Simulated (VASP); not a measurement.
Crystal: SnSe.

```
CELL_PARAMETERS angstrom
0.00000 3.01000 3.01000
3.01000 0.00000 3.01000
3.01000 3.01000 0.00000
ATOMIC_POSITIONS crystal
Sn 0.00000 0.00000 0.00000
Se 0.50000 0.50000 0.50000
```

| Property | Result |
| --- | --- |
| Program | VASP 6.6.1 |
| Task | relaxation of cell and atoms |
| Functional | PBE |
| Dispersion | D3(BJ) |
| Potentials or basis | VASP PAW PBE potentials, release 64 (Sn_d, Se) |
| Cutoff | 600 eV |
| k mesh | 8 × 8 × 8 |
| Occupations | fermi-dirac, width 0.05 eV |
| Spin | no spin polarisation |

At the start: pressure -1.2 GPa; volume 27.27 Å³/atom.

How do energy, volume and symmetry change on relaxing?

Over 3 steps the energy falls by 2.4 meV/atom and the volume is 26.65 Å³/atom (-2.3 %); space group Fm-3m (No. 225, to 0.05 Å).

The path:
| step | energy change (eV) | largest force (eV/Å) | pressure (GPa) | volume (Å³) |
| --- | --- | --- | --- | --- |
| 1 | 0.0000 | 0.0000 | -1.20 | 54.54 |
| 2 | -0.0043 | 0.0000 | 0.37 | 52.94 |
| 3 | -0.0047 | 0.0000 | 0.00 | 53.30 |

Final structure:
```
Sn Se
1.0
     0.00000    2.98694    2.98694
     2.98694    0.00000    2.98694
     2.98694    2.98694    0.00000
Sn Se
1 1
Direct
  0.00000 0.00000 0.00000
  0.50000 0.50000 0.50000
```
